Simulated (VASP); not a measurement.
A run of VASP 6.6.1:

The input INCAR:

```
SYSTEM = Os
PREC = Accurate ; ENCUT = 520
EDIFF = 1E-7 ; ISMEAR = -1
SIGMA = 0.05 ; LREAL = .FALSE.
LASPH = .TRUE. ; NELM = 80
ALGO = Normal ; ISIF = 2
LWAVE = .FALSE. ; LCHARG = .TRUE.
GGA = PS ; LELF = .TRUE.
LVHAR = .TRUE. ; NBANDS = 10
```

The input KPOINTS:

```
regular mesh
0
G
  19 19 19
  0 0 0
```

POSCAR

```
Os
1.0
   -1.3262227715      1.3262227715      1.3262227715
    1.3262227715     -1.3262227715      1.3262227715
    1.3262227715      1.3262227715     -1.3262227715
Os
1
Direct
    0.0000000000      0.0000000000      0.0000000000
```

Potentials or basis: VASP PAW PBE potentials, release 64 (Os).

Command:

```sh
$ cat potpaw_PBE.64/Os/POTCAR > POTCAR
$ mpirun -np 1 vasp_std > vasp.out
```

Hardware: 1 thread of Intel Xeon 8259CL, on a shared host.

Problem. How long does it take, and how much memory?

Solution. It took 32 s on 1 thread of Intel Xeon 8259CL, on a shared host, peak memory 0.14 GiB. Counts: scf iterations 13, k points 220.
